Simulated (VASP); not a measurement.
A run of VASP 6.6.1:

POSCAR

```
Hg
1.0
    3.2353744056      0.0000000000      0.0000000000
   -1.6176872028      2.8019164260      0.0000000000
    0.0000000000      0.0000000000      5.5382539435
Hg
2
Direct
    0.6666666667      0.3333333333      0.7500000000
    0.3333333333      0.6666666667      0.2500000000
```

Contents of INCAR.step1:

```
SYSTEM = Hg
PREC     = Accurate       ! precision mode
ENCUT    = 520            ! plane-wave cutoff, eV
ISMEAR   = -1             ! smearing method
SIGMA    = 0.02           ! smearing width, eV
LREAL    = .FALSE.        ! projectors in reciprocal space
LASPH    = .TRUE.         ! aspherical terms in the spheres
NELM     = 60             ! most SCF steps
NBANDS   = 19             ! bands
GGA      = PE             ! functional
ALGO     = Normal         ! electronic algorithm
EDIFF    = 1E-4           ! SCF threshold, eV
LWAVE    = .TRUE.         ! write WAVECAR
LCHARG   = .FALSE.        ! write CHGCAR
```

Contents of INCAR.step2:

```
SYSTEM = Hg
PREC     = Accurate       ! precision mode
ENCUT    = 520            ! plane-wave cutoff, eV
EDIFF    = 1E-6           ! SCF threshold, eV
ISMEAR   = -1             ! smearing method
SIGMA    = 0.02           ! smearing width, eV
LREAL    = .FALSE.        ! projectors in reciprocal space
LASPH    = .TRUE.         ! aspherical terms in the spheres
NELM     = 60             ! most SCF steps
ALGO     = Normal         ! electronic algorithm
ISIF     = 2              ! what is computed and relaxed
LWAVE    = .FALSE.        ! write WAVECAR
LCHARG   = .FALSE.        ! write CHGCAR
METAGGA  = R2SCAN         ! meta-GGA
LMIXTAU  = .TRUE.       
NBANDS   = 19             ! bands
ISTART   = 1
```

The input KPOINTS:

```
regular mesh
0
G
  6 6 4
  0 0 0
```

Potentials or basis: VASP PAW PBE potentials, release 64 (Hg).

Run with:

```bash
$ cat potpaw_PBE.64/Hg/POTCAR > POTCAR
$ cp INCAR.step1 INCAR
$ mpirun -np 1 vasp_std > vasp.out
$ cp INCAR.step2 INCAR
$ mpirun -np 1 vasp_std > vasp.out
```

Hardware: 1 thread of AMD EPYC 7R13 Processor (Zen 3) (shared host).

Q: Estimate the wall time of this run.

A: Run time: 90 s on 1 thread of AMD EPYC 7R13 Processor (Zen 3), with other jobs on the host, peak memory 0.14 GiB. Counts: k points 21.
